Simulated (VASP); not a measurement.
Set up this calculation in VASP 6.6.1, as the native input.

```
Task                   : single point
Functional             : PBE
Potentials or basis    : VASP PAW PBE potentials, release 64 (Y_sv)
Cutoff                 : 520 eV
k mesh                 : 15 × 15 × 8
Occupations            : gaussian, width 0.1 eV
Spin                   : no spin polarisation
Dipole correction      : no
Further INCAR settings : ALGO = Fast; EDIFF = 1e-07; NBANDS = 18
```

The structure of Y lies in POSCAR:

```
Y
1.0
    3.6571046552      0.0000000000      0.0000000000
   -1.8285523276      3.1671455357      0.0000000000
    0.0000000000      0.0000000000      5.6740659744
Y
2
Direct
    0.3333333333      0.6666666667      0.2500000000
    0.6666666667      0.3333333333      0.7500000000
```

One way to write it, as run:

INCAR

```
SYSTEM = Y
PREC     = Accurate       ! precision mode
ENCUT    = 520            ! plane-wave cutoff, eV
EDIFF    = 1E-7           ! SCF threshold, eV
ISMEAR   = 0              ! smearing method
SIGMA    = 0.1            ! smearing width, eV
LREAL    = .FALSE.        ! projectors in reciprocal space
LASPH    = .TRUE.         ! aspherical terms in the spheres
NELM     = 100            ! most SCF steps
ALGO     = Fast           ! electronic algorithm
ISIF     = 2              ! what is computed and relaxed
LWAVE    = .FALSE.        ! write WAVECAR
LCHARG   = .FALSE.        ! write CHGCAR
GGA      = PE             ! functional
NBANDS   = 18             ! bands
```

KPOINTS

```
Automatic mesh
0
G
  15 15 8
  0 0 0
```

Potentials or basis: VASP PAW PBE potentials, release 64 (Y_sv).

Launch:

```console
$ cat potpaw_PBE.64/Y_sv/POTCAR > POTCAR
$ mpirun -np 1 vasp_std > vasp.out
```

Results of the run:

```yaml
Pressure: -0.1 GPa
Band_gap_on_the_k_mesh: zero (bands 11 and 12 overlap by 1.48 eV)
```

Wall time 7 min on 1 thread of AMD EPYC 7R43 64-Core Processor (Zen 3), on a shared host, peak memory 0.26 GiB.
